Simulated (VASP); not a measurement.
A run of VASP 6.6.1:

File INCAR:

```
  PREC = Accurate
  ENCUT = 520
  EDIFF = 1E-6
  ISMEAR = 0
  SIGMA = 0.05
  LREAL = False
  LASPH = True
  NELM = 60
  ALGO = Normal
  ISIF = 2
  LWAVE = False
  LCHARG = True
  GGA = PE
  LELF = True
  LVHAR = True
  NBANDS = 17
```

Contents of KPOINTS:

```
Automatic mesh
0
Gamma
  12 12 10
```

File POSCAR:

```
PbO
1.0
    3.5961304922      0.0000000000      0.0000000000
   -1.7980652461      3.1143403616      0.0000000000
    0.0000000000      0.0000000000      3.3084020166
Pb O
1 1
Direct
    0.0000000000      0.0000000000      0.0000000000
    0.6666666667      0.3333333333      0.5000000000
```

Potentials or basis: VASP PAW PBE potentials, release 64 (Pb_d, O).

Run with:

```sh
$ cat potpaw_PBE.64/Pb_d/POTCAR potpaw_PBE.64/O/POTCAR > POTCAR
$ mpirun -np 1 vasp_std > vasp.out
```

Hardware: 1 thread of Intel Xeon 8259CL, on a shared host.

Problem. Estimate the wall time of this run.

Solution. Run time: 100 s on 1 thread of Intel Xeon 8259CL, on a shared host, peak memory 0.21 GiB. Counts: scf iterations 14, k points 114.
